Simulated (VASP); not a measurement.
# Os (P6_3/mmc) in VASP: notebook

Os is run at these levels: PBE; tasks: electric field gradients.

All numbers are computed with VASP 6.6.1; they aren't measurements. Logs are shortened: lines on timing, memory, paths and dates and some standing lists are left out, and cuts for length are marked.

## (1) The cell of the first run

Symmetry: P6_3/mmc, No. 194, hexagonal system. The conventional cell has a = 2.679 Å, b = 2.679 Å, c = 4.232 Å, α = 90.00°, β = 90.00°, γ = 120.00°. Within 3.5 Å of Os (site symmetry -6m2) lie 12 Os at 2.62 to 2.68 Å.

## (2) Electric field gradients, PBE (13.15 Å³/atom)

Input file INCAR:

```
SYSTEM = Os
ALGO = Normal
EDIFF = 1E-8
ENCUT = 520
GGA = PE
ISIF = 2
ISMEAR = -1
LASPH = .TRUE.
LCHARG = .FALSE.
LEFG = .TRUE.
LREAL = .FALSE.
LWAVE = .FALSE.
NBANDS = 15
NELM = 60
PREC = Accurate
SIGMA = 0.08
```

Input file KPOINTS:

```
k-points
0
G
  17 17 10
  0 0 0
```

Input file POSCAR:

```
Os
1.0
    2.6787611451      0.0000000000      0.0000000000
   -1.3393805726      2.3198752024      0.0000000000
    0.0000000000      0.0000000000      4.2322682500
Os
2
Direct
    0.3333333333      0.6666666667      0.2500000000
    0.6666666667      0.3333333333      0.7500000000
```

Potentials or basis: VASP PAW PBE potentials, release 64 (Os).

Started as:

```bash
> cat potpaw_PBE.64/Os/POTCAR > POTCAR
> mpirun -np 1 vasp_std > vasp.out
```

OUTCAR:

```text
SYSTEM = Os
   EDIFF = 1E-8
   ENCUT = 520
   GGA = PE
   ISIF = 2
   ISMEAR = -1
   LASPH = .TRUE.
   LREAL = .FALSE.
   NELM = 60
   PREC = Accurate

 ion  position               nearest neighbor table
   1  0.333  0.667  0.250-   2 2.62   2 2.62   2 2.62   2 2.62   2 2.62   2 2.62
   2  0.667  0.333  0.750-   1 2.62   1 2.62   1 2.62   1 2.62   1 2.62   1 2.62

  LATTYP: Found a hexagonal cell.
 ALAT       =     2.6787611451
 C/A-ratio  =     1.5799349105

  Lattice vectors:

 A1 = (   2.6787611451,   0.0000000000,   0.0000000000)
 A2 = (  -1.3393805726,   2.3198752024,   0.0000000000)
 A3 = (   0.0000000000,   0.0000000000,   4.2322682500)

Analysis of symmetry for initial positions (statically):
=====================================================================
 Subroutine PRICEL returns:
 Original cell was already a primitive cell.

 Routine SETGRP: Setting up the symmetry group for a
 hexagonal supercell.

 Subroutine GETGRP returns: Found 24 space group operations
 (whereof 12 operations were pure point group operations)
 out of a pool of 24 trial point group operations.

The static configuration has the point symmetry D_3d.
 The point group associated with its full space group is D_6h.

Analysis of symmetry for dynamics (positions and initial velocities):
=====================================================================
 Subroutine PRICEL returns:
 Original cell was already a primitive cell.

 Routine SETGRP: Setting up the symmetry group for a
 hexagonal supercell.

 Subroutine GETGRP returns: Found 24 space group operations
 (whereof 12 operations were pure point group operations)
 out of a pool of 24 trial point group operations.

The dynamic configuration has the point symmetry D_3d.
 The point group associated with its full space group is D_6h.

 Subroutine INISYM returns: Found 24 space group operations
 (whereof 12 operations are pure point group operations),
 and found     1 'primitive' translations

----------------------------------------------------------------------------------------

                                     Primitive cell

  volume of cell :      26.3010

  direct lattice vectors                    reciprocal lattice vectors
     2.678761145  0.000000000  0.000000000     0.373306893  0.215528835  0.000000000
    -1.339380573  2.319875202  0.000000000     0.000000000  0.431057670  0.000000000
     0.000000000  0.000000000  4.232268250     0.000000000  0.000000000  0.236279919

  length of vectors
     2.678761145  2.678761145  4.232268250     0.431057670  0.431057670  0.236279919

  position of ions in fractional coordinates (direct lattice)
     0.333333333  0.666666667  0.250000000
     0.666666667  0.333333333  0.750000000

  ion indices of the primitive-cell ions
   primitive index   ion index
                 1           1
                 2           2

----------------------------------------------------------------------------------------

 KPOINTS: k-points

Automatic generation of k-mesh.
 Grid dimensions read from file:
 generate k-points for:   17   17   10

 Generating k-lattice:

  Cartesian coordinates                     Fractional coordinates (reciprocal lattice)
     0.021959229  0.012678167  0.000000000     0.058823529  0.000000000  0.000000000
     0.000000000  0.025356334  0.000000000     0.000000000  0.058823529  0.000000000
     0.000000000  0.000000000  0.023627992     0.000000000  0.000000000  0.100000000

  Length of vectors
     0.025356334  0.025356334  0.023627992

  Shift w.r.t. Gamma in fractional coordinates (k-lattice)
[... 38 lines left out ...]
   dimension x,y,z NGXF=    40 NGYF=   40 NGZF=   64
   ions per type =               2
   NGX,Y,Z   is equivalent  to a cutoff of  12.41, 12.41, 12.57 a.u.
   NGXF,Y,Z  is equivalent  to a cutoff of  24.82, 24.82, 25.14 a.u.
 SYSTEM =  Os
   PREC   = accura    normal or accurate (medium, high low for compatibility)
   ISTART =      0    job   : 0-new  1-cont  2-samecut
   ICHARG =      2    charge: 1-file 2-atom 10-const
   ISPIN  =      1    spin polarized calculation?
   LNONCOLLINEAR =      F non collinear calculations
   LSORBIT =      F    spin-orbit coupling
   LASPH  =      T    aspherical Exc in radial PAW
   ENCUT  =  520.0 eV  38.22 Ry    6.18 a.u.   4.98  4.98  7.87*2*pi/ulx,y,z
   NELM   =     60;   NELMIN=  2; NELMDL= -5     # of ELM steps
   EDIFF  = 0.1E-07   stopping-criterion for ELM
   LREAL  =      F    real-space projection
   EDIFFG = 0.1E-06   stopping-criterion for IOM
   NSW    =      0    number of steps for IOM
   IBRION =     -1    ionic relax: 0-MD 1-quasi-New 2-CG
   NFREE  =      0    steps in history (QN), initial steepest desc. (CG)
   ISIF   =      2    stress and relaxation
   ISYM   =      2    0-nonsym 1-usesym 2-fastsym
   POTIM  = 0.5000    time-step for ionic-motion
   TEBEG  =    0.0;   TEEND  =   0.0 temperature during run
   PSTRESS=    0.0 pullay stress
   NELECT =      16.0000    total number of electrons
   NUPDOWN=      -1.0000    fix difference up-down
   EMIN   =  10.00;   EMAX   =-10.00  energy-range for DOS
   EFERMI =   0.00;   METHOD = LEGACY
   ISMEAR =    -1;   SIGMA  =   0.08  broadening in eV -4-tet -1-fermi 0-gaus
   EFERMI_NEDOS =   21; number of points for ismear=-14 and -15
   IALGO  =     38    algorithm
   IMIX   =      4    mixing-type and parameters
     AMIX     =   0.40;   BMIX     =  1.00
     AMIX_MAG =   1.60;   BMIX_MAG =  1.00
  volume/ion in A,a.u.               =      13.15        88.74
  Fermi-wavevector in a.u.,A,eV,Ry     =   1.387153  2.621338 26.180224  1.924192
  Thomas-Fermi vector in A             =   2.511401
   LORBIT       =      0    0 simple, 1 ext, 2 COOP (PROOUT), +10 PAW based schemes
   GGA     = PE    functional components
   LHFCALC =     F    Hartree Fock is set to
   AEXX    =    0.0000 exact exchange contribution
   IVDW    =     0    specifies the selected vdW correction
   LEPSILON=     F    determine dielectric tensor
   LRPA    =     F    only Hartree local field effects (RPA)
 non-spin polarized calculation
  energy-cutoff  :      520.00
  volume of cell :       26.30
 maximum number of plane-waves:       728
 NGX is ok and might be reduce to    20
   NGX =  9   NGY =  9   NGZ = 15

 number of electron      16.0000001 magnetization

 Free energy of the ion-electron system (eV)
  ---------------------------------------------------
  ext. energy  EPLUGINS =         0.00000000
  ---------------------------------------------------
  free energy    TOTEN  =       -22.24578200 eV

  energy without entropy =      -22.22106403  energy(sigma->0) =      -22.23342302

 E-fermi :  10.4865     XC(G=0): -14.4184

 val. band max:       10.4852258709   @ k =   0.0000   0.0000   0.0000
 cond. band min:      10.4942263383   @ k =   0.1765   0.0588   0.3000
 fundamental gap:      0.0090004674
 Fermi energy:        10.4864961401

 k-point     1 :       0.0000    0.0000    0.0000
  band No.  band energies     occupation
      1      -1.0779      2.00000
      2       2.0267      2.00000
      3       7.0761      2.00000
      4       7.0761      2.00000
      5       7.3679      2.00000
      6       8.0093      2.00000
      7       8.0093      2.00000
      8       8.7315      2.00000
      9       8.7315      2.00000
     10      10.4852      1.00794
     11      12.2893      0.00000
     12      12.2893      0.00000
     13      20.2718      0.00000
     14      24.4302      0.00000
[... 401 lines left out ...]
      2       4.1747      2.00000
      3       4.7713      2.00000
      4       4.7930      2.00000
      5       6.6773      2.00000
      6       7.2221      2.00000
      7       8.3742      2.00000
      8       9.5071      1.99999
      9      10.7346      0.08611
     10      11.7721      0.00000
     11      12.9658      0.00000
     12      19.6819      0.00000
     13      20.3519      0.00000
     14      24.0944      0.00000
     15      24.5209      0.00000

 [... further k-points ...]

------------------------ aborting loop because EDIFF is reached ----------------------------------------

  FORCE on cell =-STRESS in cart. coord.  units (eV):
  Direction    XX          YY          ZZ          XY          YZ          ZX
  --------------------------------------------------------------------------------------
  -------------------------------------------------------------------------------------
  Total        6.5775233      6.5775233      6.8745781     -0.0000000     -0.0000000      0.0000000
  in kB      400.6832416    400.6832416    418.7789377     -0.0000000     -0.0000000      0.0000000
  external PRESSURE =     406.7151403 kB  Pullay stress =       0.0000000 kB

 VOLUME and BASIS-vectors are now :
 -----------------------------------------------------------------------------
  energy-cutoff  :      520.00
  volume of cell :       26.30
      direct lattice vectors                 reciprocal lattice vectors
     2.678761145  0.000000000  0.000000000     0.373306893  0.215528835  0.000000000
    -1.339380573  2.319875202  0.000000000     0.000000000  0.431057670  0.000000000
     0.000000000  0.000000000  4.232268250     0.000000000  0.000000000  0.236279919

 POSITION                                       TOTAL-FORCE (eV/Angst)
 -----------------------------------------------------------------------------------
     -0.00000      1.54658      1.05807        -0.000000      0.000000      0.000000
      1.33938      0.77329      3.17420         0.000000     -0.000000      0.000000
 -----------------------------------------------------------------------------------
    total drift:                               -0.000000      0.000000     -0.000000

  FREE ENERGIE OF THE ION-ELECTRON SYSTEM (eV)
  ---------------------------------------------------
  free  energy   TOTEN  =       -22.2457820049 eV

  energy  without entropy=      -22.2210640328  energy(sigma->0) =      -22.23342302

 Electric field gradients (V/A^2)
---------------------------------------------------------------------
 ion       V_xx      V_yy      V_zz      V_xy      V_xz      V_yz
---------------------------------------------------------------------
   1      44.144    44.145   -88.289     0.000     0.000    -0.000
   2      44.144    44.145   -88.289     0.000    -0.000     0.000
---------------------------------------------------------------------

 Electric field gradients after diagonalization (V/A^2)
 (convention: |V_zz| > |V_xx| > |V_yy|)
----------------------------------------------------------------------
 ion       V_xx      V_yy      V_zz     asymmetry (V_yy - V_xx)/ V_zz
----------------------------------------------------------------------
   1      44.145    44.144   -88.289       0.000
   2      44.145    44.144   -88.289       0.000
----------------------------------------------------------------------

           NMR quadrupolar parameters

 Cq : quadrupolar parameter    Cq=e*Q*V_zz/h
 eta: asymmetry parameters     (V_yy - V_xx)/ V_zz
 Q  : nuclear electric quadrupole moment in mb (millibarn)
----------------------------------------------------------------------
 ion       Cq(MHz)       eta       Q (mb)
----------------------------------------------------------------------
   1      -0.213       0.000       1.000
   2      -0.213       0.000       1.000
----------------------------------------------------------------------
```

Wall time 1.9 min (1 thread of Intel Xeon 8259CL, shared host); peak memory 0.19 GiB.

Results:

* Free energy: -22.2458 eV
* Pressure: 40.7 GPa
* Band gap on the k mesh: zero (bands 8 and 9 overlap by 4.33 eV)
* Largest electric field gradient by atom: Os -88.3 V/Å²

Stress tensor (GPa, compression positive):
```
40.07  0.00  0.00
 0.00 40.07  0.00
 0.00  0.00 41.88
```

Levels at points of the mesh, in eV from the Fermi level:
| k point | band 5 | band 6 | band 7 | band 8 | band 9 | band 10 | band 11 | band 12 |
| --- | --- | --- | --- | --- | --- | --- | --- | --- |
| (0.00, 0.00, 0.00) | -3.12 | -2.48 | -2.48 | -1.75 | -1.75 | 0.00 | 1.80 | 1.80 |
| (0.00, 0.00, 0.50) | -3.62 | -3.62 | -3.62 | -3.62 | 0.95 | 0.95 | 0.95 | 0.95 |

Electric field gradients, principal values (V/Å²):
```csv
atom,least,middle,greatest (by size)
1 Os,44.144,44.145,-88.289
2 Os,44.144,44.145,-88.289
```

Caveat: the cell stands under pressure; without QUAD_EFG the Cq values of the log hold for a quadrupole moment of 1 mb, not for the nuclei; spin-orbit coupling is left out, which moves the levels of the heavy elements.

(Continued in part 2 of 2.)
